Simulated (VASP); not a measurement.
La: single point with RPBE

The system is La.

```
La
1.0
     3.75405    0.00000    0.00000
    -1.87703    3.25110    0.00000
     0.00000    0.00000    6.01360
La
2
Direct
  0.33333 0.66667 0.25000
  0.66667 0.33333 0.75000
```

| Item | Value |
| --- | --- |
| Program | VASP 6.6.1 |
| Task | single point |
| Functional | RPBE |
| Potentials or basis | VASP PAW PBE potentials, release 64 (La) |
| Cutoff | 520 eV |
| k mesh | 11 × 11 × 6 |
| Occupations | fermi-dirac, width 0.1 eV |
| Spin | no spin polarisation |

```json
{
  "Pressure": "2.2 GPa",
  "Band gap on the k mesh": "zero (bands 11 and 12 overlap by 1.49 eV)"
}
```

Stress tensor (GPa, compression positive):
```
2.10 0.00 0.00
0.00 2.10 0.00
0.00 0.00 2.28
```

Levels at points of the mesh, in eV from the Fermi level:
```
           k point  band 8  band 9  band 10  band 11  band 12  band 13  band 14  band 15
(0.00, 0.00, 0.00)  -15.81   -3.15    -1.76     1.14     1.32     1.32     1.57     1.67
(0.00, 0.00, 0.50)  -15.96   -1.82    -1.82     0.62     0.62     1.36     1.36     1.36
```

Run time: 71 s on 1 thread of AMD EPYC 9R45 96-Core Processor (Zen 5) (shared host), peak memory 0.21 GiB.

Caveat: the PAW data sets were made with another functional, which shifts forces and pressure a little; spin-orbit coupling is left out, which moves the levels of the heavy elements.
